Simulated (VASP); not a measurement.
A run of VASP 6.6.1 is set up as follows.

File INCAR:

```
PREC     = Accurate       # precision mode
ENCUT    = 400            # plane-wave cutoff, eV
EDIFF    = 1E-8           # SCF threshold, eV
ISMEAR   = -1             # smearing method
SIGMA    = 0.05           # smearing width, eV
LREAL    = False          # projectors in reciprocal space
LASPH    = True           # aspherical terms in the spheres
NELM     = 120            # most SCF steps
ALGO     = Normal         # electronic algorithm
ISIF     = 2              # what is computed and relaxed
LWAVE    = False          # write WAVECAR
LCHARG   = False          # write CHGCAR
LEFG     = True         
NBANDS   = 12             # bands
GGA_COMPAT= False
```

KPOINTS

```
regular mesh
0
Gamma
  15 15 15
```

File POSCAR:

```
Ti
1.0
    0.0000000000      2.0698140295      2.0698140295
    2.0698140295      0.0000000000      2.0698140295
    2.0698140295      2.0698140295      0.0000000000
Ti
1
Direct
    0.0000000000      0.0000000000      0.0000000000
```

Potentials or basis: VASP PAW LDA potentials, release 64 (Ti_sv).

Command:

```sh
$ cat potpaw_LDA.64/Ti_sv/POTCAR > POTCAR
$ mpirun -np 1 vasp_std > vasp.out
```

(1) Estimate the band gap on the k mesh.

(2) Estimate the pressure.

Answers

(1) zero (bands 6 and 7 overlap by 1.10 eV).

(2) -11.1 GPa.

Caveat: the cell stands under tension.
